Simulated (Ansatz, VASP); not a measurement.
## One calculation of Al2O3, two programs

File INCAR:

```
SYSTEM = Al2O3
PREC     = Accurate       ! precision mode
ENCUT    = 520            ! plane-wave cutoff, eV
EDIFF    = 1E-7           ! SCF threshold, eV
ISMEAR   = 0              ! smearing method
SIGMA    = 0.05           ! smearing width, eV
LREAL    = .False.        ! projectors in reciprocal space
LASPH    = .True.         ! aspherical terms in the spheres
NELM     = 60             ! most SCF steps
ALGO     = Normal         ! electronic algorithm
ISIF     = 2              ! what is computed and relaxed
LWAVE    = .False.        ! write WAVECAR
LCHARG   = .False.        ! write CHGCAR
NBANDS   = 20             ! bands
```

File KPOINTS:

```
regular mesh
0
Gamma
  9 9 4
  0 0 0
```

Contents of POSCAR:

```
Al2O3
1.0
    2.6535789524      0.0000000000      0.0000000000
   -1.3267894762      2.2980667837      0.0000000000
    0.0000000000      0.0000000000      8.9632842816
Al O
2 3
Direct
    0.0000000000      0.0000000000      0.1499923300
    0.0000000000      0.0000000000      0.8500076700
    0.3333333333      0.6666666667      0.2223169200
    0.6666666667      0.3333333333      0.0000000000
    0.3333333333      0.6666666667      0.7776830800
```

Input for Ansatz:

```yaml
crystal:
  lattice:
    - [2.6535789524, 0.0, 0.0]
    - [-1.3267894762, 2.2980667837, 0.0]
    - [0.0, 0.0, 8.9632842816]
  atoms:
    - { symbol: Al, position: [0.0, 0.0, 0.14999233] }
    - { symbol: Al, position: [0.0, 0.0, 0.85000767] }
    - { symbol: O, position: [0.3333333333, 0.6666666667, 0.22231692] }
    - { symbol: O, position: [0.6666666667, 0.3333333333, 0.0] }
    - { symbol: O, position: [0.3333333333, 0.6666666667, 0.77768308] }
basis:
  ecutwfc: 420
kpoints:
  mp_grid: { grid: [9, 9, 4] }
hamiltonian:
  xc: lda
scf:
  occupations: { method: gaussian, width: 0.05 }
output:
  forces: true
  stress: true
  eigenvalues: true
```

Change from the starting cell: strain -0.080 along x and y, -0.040 along z, atoms carried along.

Alike in both runs: task single point; functional LDA; k mesh 9 × 9 × 4; occupations gaussian, width 0.05 eV; no spin polarisation.

```csv
,VASP,Ansatz
version,VASP 6.6.1,Ansatz 0.2.0
potentials or method,"VASP PAW LDA potentials, release 64 (Al, O), cutoff 520 eV","scalar-relativistic, plane waves, PAW"
valence electrons in the cell,24,24
```

VASP gave:

| Item | Value |
| --- | --- |
| gap on the k mesh at the Fermi level (eV) | 7.01 |
| least direct gap on the mesh (eV) | 7.30 |
| pressure (GPa) | 39.6 |
| traceless stress, the component that is largest in VASP (GPa) | -22.80 |
| rms of the force components (eV/Å) | 1.242 |

Estimate Ansatz's values.

gap on the k mesh at the Fermi level (eV): 7.02; least direct gap on the mesh (eV): 7.28; pressure (GPa): 37.6; traceless stress, the component that is largest in VASP (GPa): -21.55; rms of the force components (eV/Å): 1.185.

LDA's correlation is that of Perdew and Zunger in VASP and of Perdew and Wang (1992) in Ansatz. Atom by atom the forces differ by 0.057 eV/Å (rms over components). Both programs put the cell under a high pressure, so it lies far from rest at this level.
